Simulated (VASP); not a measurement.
# BN in VASP: further runs

BN is run at these levels: PBE+D3(BJ); tasks: single point.

Everything below comes from runs of VASP 6.6.1. Logs are shortened: lines on timing, memory, paths and dates and some standing lists are left out, and cuts for length are marked.

## 1. The cell of the first run

The cell holds a slab with vacuum, 36 atoms: a = 7.519 Å, b = 7.519 Å, c = 22.875 Å, α = 90.00°, β = 90.00°, γ = 120.00°.

## 2. Single point, PBE+D3(BJ)

INCAR

```
SYSTEM = BN
  PREC = Accurate
  ENCUT = 520
  EDIFF = 1E-6
  ISMEAR = 0
  SIGMA = 0.05
  LREAL = Auto
  LASPH = .TRUE.
  NELM = 60
  ALGO = Normal
  ISIF = 2
  LWAVE = .FALSE.
  LCHARG = .TRUE.
  LDIPOL = .TRUE.
  IDIPOL = 3
  DIPOL = 0.5 0.5 0.423
  GGA = PE
  IVDW = 12
  LELF = .TRUE.
  LVHAR = .TRUE.
  LVACPOTAV = .TRUE.
  NBANDS = 96
```

KPOINTS

```
regular mesh
0
G
  3 3 1
  0 0 0
```

POSCAR

```
BN
1.0
    7.5193143265      0.0000000000      0.0000000000
   -3.7596571633      6.5119172258      0.0000000000
    0.0000000000      0.0000000000     22.8745245264
B N
18 18
Direct
    0.2222222222      0.1111111111      0.3497340454
    0.2222222222      0.4444444444      0.3497340454
    0.2222222222      0.7777777778      0.3497340454
    0.5555555556      0.1111111111      0.3497340454
    0.5555555556      0.4444444444      0.3497340454
    0.5555555556      0.7777777778      0.3497340454
    0.8888888889      0.1111111111      0.3497340454
    0.8888888889      0.4444444444      0.3497340454
    0.8888888889      0.7777777778      0.3497340454
    0.1118288122      0.2247618413      0.4963958099
    0.1120856036      0.5575424180      0.4962065801
    0.1118522626      0.8904624108      0.4965660854
    0.4462435196      0.2248348039      0.4963774287
    0.4454989356      0.5576514451      0.4961642609
    0.4455976911      0.8910008809      0.4963259021
    0.7788949733      0.2244562006      0.4961677357
    0.7787666902      0.5575700963      0.4961065272
    0.7787329033      0.8910113806      0.4962799787
    0.1111111111      0.2222222222      0.3497340454
    0.1111111111      0.5555555556      0.3497340454
    0.1111111111      0.8888888889      0.3497340454
    0.4444444444      0.2222222222      0.3497340454
    0.4444444444      0.5555555556      0.3497340454
    0.4444444444      0.8888888889      0.3497340454
    0.7777777778      0.2222222222      0.3497340454
    0.7777777778      0.5555555556      0.3497340454
    0.7777777778      0.8888888889      0.3497340454
    0.2232940141      0.1132810035      0.4976942777
    0.2232581159      0.4465887919      0.4959551682
    0.2232665642      0.7799107256      0.4964555010
    0.5566320036      0.1132553428      0.4962325019
    0.5566684965      0.4466249463      0.4957860910
    0.5565974653      0.7798940117      0.4962751394
    0.8899113888      0.1132492840      0.4961466874
    0.8899495210      0.4465873025      0.4961681738
    0.8899433830      0.7799110902      0.4963321504
```

Potentials or basis: VASP PAW PBE potentials, release 64 (B, N).

Command:

```
cat potpaw_PBE.64/B/POTCAR potpaw_PBE.64/N/POTCAR > POTCAR
mpirun -np 1 vasp_std > vasp.out
```

OUTCAR:

```text
SYSTEM = BN
   PREC = Accurate
   ENCUT = 520
   EDIFF = 1E-6
   ISMEAR = 0
   LREAL = Auto
   LASPH = .TRUE.
   NELM = 60
   ISIF = 2
   GGA = PE
   IVDW = 12
 IVDW          = 12

 ion  position               nearest neighbor table
   1  0.222  0.111  0.350-  22 1.45  21 1.45  19 1.45
   2  0.222  0.444  0.350-  23 1.45  19 1.45  20 1.45
   3  0.222  0.778  0.350-  24 1.45  20 1.45  21 1.45
   4  0.556  0.111  0.350-  25 1.45  24 1.45  22 1.45
   5  0.556  0.444  0.350-  26 1.45  22 1.45  23 1.45
   6  0.556  0.778  0.350-  27 1.45  23 1.45  24 1.45
[... 28 lines left out ...]
  35  0.890  0.447  0.496-  16 1.45  11 1.45  17 1.45
  36  0.890  0.780  0.496-  12 1.45  18 1.45  17 1.45

  LATTYP: Found a hexagonal cell.
 ALAT       =     7.5193143265
 C/A-ratio  =     3.0421024489

  Lattice vectors:

 A1 = (   7.5193143265,   0.0000000000,   0.0000000000)
 A2 = (  -3.7596571633,   6.5119172258,   0.0000000000)
 A3 = (   0.0000000000,   0.0000000000,  22.8745245264)

Analysis of symmetry for initial positions (statically):
=====================================================================
 Subroutine PRICEL returns:
 Original cell was already a primitive cell.

 Routine SETGRP: Setting up the symmetry group for a
 hexagonal supercell.

 Subroutine GETGRP returns: Found  1 space group operations
 (whereof  1 operations were pure point group operations)
 out of a pool of 24 trial point group operations.

The static configuration has the point symmetry C_1 .

Analysis of symmetry for dynamics (positions and initial velocities):
=====================================================================
 Subroutine PRICEL returns:
 Original cell was already a primitive cell.

 Routine SETGRP: Setting up the symmetry group for a
 hexagonal supercell.

 Subroutine GETGRP returns: Found  1 space group operations
 (whereof  1 operations were pure point group operations)
 out of a pool of 24 trial point group operations.

The dynamic configuration has the point symmetry C_1 .

 Subroutine INISYM returns: Found  1 space group operations
 (whereof  1 operations are pure point group operations),
 and found     1 'primitive' translations

----------------------------------------------------------------------------------------

                                     Primitive cell

  volume of cell :    1120.0546

  direct lattice vectors                    reciprocal lattice vectors
     7.519314326  0.000000000  0.000000000     0.132990850  0.076782303  0.000000000
    -3.759657163  6.511917226  0.000000000     0.000000000  0.153564606  0.000000000
     0.000000000  0.000000000 22.874524526     0.000000000  0.000000000  0.043716756

  length of vectors
     7.519314326  7.519314327 22.874524526     0.153564606  0.153564606  0.043716756

  position of ions in fractional coordinates (direct lattice)
     0.222222222  0.111111111  0.349734045
     0.222222222  0.444444444  0.349734045
     0.222222222  0.777777778  0.349734045
     0.555555556  0.111111111  0.349734045
     0.555555556  0.444444444  0.349734045
     0.555555556  0.777777778  0.349734045
[... 28 lines left out ...]
     0.889949521  0.446587302  0.496168174
     0.889943383  0.779911090  0.496332150

  ion indices of the primitive-cell ions
   primitive index   ion index
                 1           1
                 2           2
                 3           3
                 4           4
                 5           5
                 6           6
[... 28 lines left out ...]
                35          35
                36          36

----------------------------------------------------------------------------------------

 KPOINTS: regular mesh

Automatic generation of k-mesh.
 Grid dimensions read from file:
 generate k-points for:    3    3    1

 Generating k-lattice:

  Cartesian coordinates                     Fractional coordinates (reciprocal lattice)
     0.044330283  0.025594101  0.000000000     0.333333333  0.000000000  0.000000000
[... 49 lines left out ...]
  free energy    TOTEN  =      -316.62813416 eV

  energy without entropy =     -316.62813416  energy(sigma->0) =     -316.62813416

 E-fermi :  -3.2712     XC(G=0):  -3.3065

 val. band max:       -3.4931343494   @ k =   0.0000   0.0000   0.0000
 cond. band min:       1.0674698437   @ k =   0.3333   0.3333   0.0000
 fundamental gap:      4.5606041931
 Fermi energy:        -3.2712317827

 k-point     1 :       0.0000    0.0000    0.0000
  band No.  band energies     occupation
      1     -21.1980      2.00000
      2     -21.0608      2.00000
      3     -19.2474      2.00000
      4     -19.2463      2.00000
      5     -19.2444      2.00000
      6     -19.2408      2.00000
[... 76 lines left out ...]
     83       3.4076      0.00000
     84       3.4118      0.00000

 k-point     2 :       0.3333    0.0000    0.0000
  band No.  band energies     occupation
      1     -20.9598      2.00000
      2     -20.8264      2.00000
      3     -20.2700      2.00000
      4     -20.1487      2.00000
      5     -19.6284      2.00000
      6     -19.6210      2.00000
[... 76 lines left out ...]
     83       2.7307      0.00000
     84       2.7432      0.00000

 k-point     3 :       0.0000    0.3333    0.0000
  band No.  band energies     occupation
      1     -20.9598      2.00000
      2     -20.8265      2.00000
      3     -20.2700      2.00000
      4     -20.1487      2.00000
      5     -19.6285      2.00000
      6     -19.6209      2.00000
[... 76 lines left out ...]
     83       2.7271      0.00000
     84       2.7352      0.00000

 k-point     4 :      -0.3333    0.3333    0.0000
  band No.  band energies     occupation
      1     -20.9598      2.00000
      2     -20.8264      2.00000
      3     -20.2700      2.00000
      4     -20.1487      2.00000
      5     -19.6284      2.00000
      6     -19.6210      2.00000
[... 76 lines left out ...]
     83       2.7308      0.00000
     84       2.7433      0.00000

 k-point     5 :       0.3333    0.3333    0.0000
  band No.  band energies     occupation
      1     -20.5012      2.00000
      2     -20.4991      2.00000
      3     -20.4854      2.00000
      4     -20.3749      2.00000
      5     -20.3732      2.00000
      6     -20.3588      2.00000
[... 76 lines left out ...]
     83       2.8932      0.00000
     84       2.8950      0.00000
 [bands above 84 left out]

------------------------ aborting loop because EDIFF is reached ----------------------------------------

 Edisp (eV)   -3.79913

 E8    (eV) :    -1.1709

  FORCE on cell =-STRESS in cart. coord.  units (eV):
  Direction    XX          YY          ZZ          XY          YZ          ZX
  --------------------------------------------------------------------------------------
  -------------------------------------------------------------------------------------
  Total       1.47992     1.45649    -0.31487     0.00087    -0.01592    -0.00050
  in kB       2.11695     2.08343    -0.45040     0.00125    -0.02277    -0.00072
  external pressure =        1.25 kB  Pullay stress =        0.00 kB

 VOLUME and BASIS-vectors are now :
 -----------------------------------------------------------------------------
  energy-cutoff  :      520.00
  volume of cell :     1120.05
      direct lattice vectors                 reciprocal lattice vectors
     7.519314326  0.000000000  0.000000000     0.132990850  0.076782303  0.000000000
    -3.759657163  6.511917226  0.000000000     0.000000000  0.153564606  0.000000000
     0.000000000  0.000000000 22.874524526     0.000000000  0.000000000  0.043716756

 POSITION                                       TOTAL-FORCE (eV/Angst)
 -----------------------------------------------------------------------------------
      1.25322      0.72355      8.00000        -0.000195      0.000620      0.020039
     -0.00000      2.89419      8.00000         0.000818      0.001586      0.021272
     -1.25322      5.06482      8.00000         0.001123     -0.000578      0.020367
      3.75966      0.72355      8.00000         0.000570     -0.001469      0.021739
      2.50644      2.89419      8.00000        -0.001952      0.002156      0.022704
      1.25322      5.06482      8.00000         0.000067     -0.000836      0.019372
[... 28 lines left out ...]
      5.01280      2.90814     11.34961        -0.003741     -0.008782      0.030172
      3.75957      5.07872     11.35336        -0.052981     -0.064793      0.002908
 -----------------------------------------------------------------------------------
    total drift:                               -0.000186     -0.002920     -0.001024

  FREE ENERGIE OF THE ION-ELECTRON SYSTEM (eV)
  ---------------------------------------------------
  free  energy   TOTEN  =      -320.4272641408 eV

  energy  without entropy=     -320.4272641408  energy(sigma->0) =     -320.42726414

 vacuum level on the upper side and lower side of the slab         2.360         2.350
```

It took 29 min on 1 thread of Intel Xeon Platinum 8259CL at 2.50GHz (Skylake/Cascade Lake), shared host; peak memory 1.2 GiB.

Results:

```yaml
Free_energy: -320.4273 eV
Largest_force: 0.295 eV/Å
Band_gap_on_the_k_mesh: 4.56 eV
Dispersion_energy_per_atom: -0.106 eV
```

Forces on the atoms (eV/Å):
```
B    0.000  0.001  0.020
B    0.001  0.002  0.021
B    0.001 -0.001  0.020
B    0.001 -0.001  0.022
B   -0.002  0.002  0.023
B    0.000 -0.001  0.019
B    0.000  0.000  0.023
B    0.001  0.001  0.020
B   -0.001  0.000  0.022
B    0.239 -0.164  0.049
B    0.005  0.069 -0.039
B    0.013  0.236  0.085
B   -0.228 -0.180  0.051
B   -0.008  0.000 -0.066
B   -0.062  0.013 -0.009
B   -0.009 -0.043 -0.042
B    0.004  0.060 -0.041
B    0.050  0.007 -0.023
N    0.001  0.000 -0.022
N   -0.001  0.001 -0.023
N    0.000  0.001 -0.020
N   -0.001 -0.001 -0.021
N    0.001  0.000 -0.025
N    0.000  0.001 -0.023
N    0.000  0.001 -0.023
N    0.001  0.001 -0.024
N    0.000  0.001 -0.023
N   -0.004  0.030 -0.175
N   -0.013  0.055  0.055
N    0.048 -0.067 -0.008
N    0.067  0.010  0.015
N    0.012  0.053  0.069
N    0.005 -0.017  0.031
N   -0.063  0.004  0.028
N   -0.004 -0.009  0.030
N   -0.053 -0.065  0.003
```

(Part 1 of 2 ends here.)
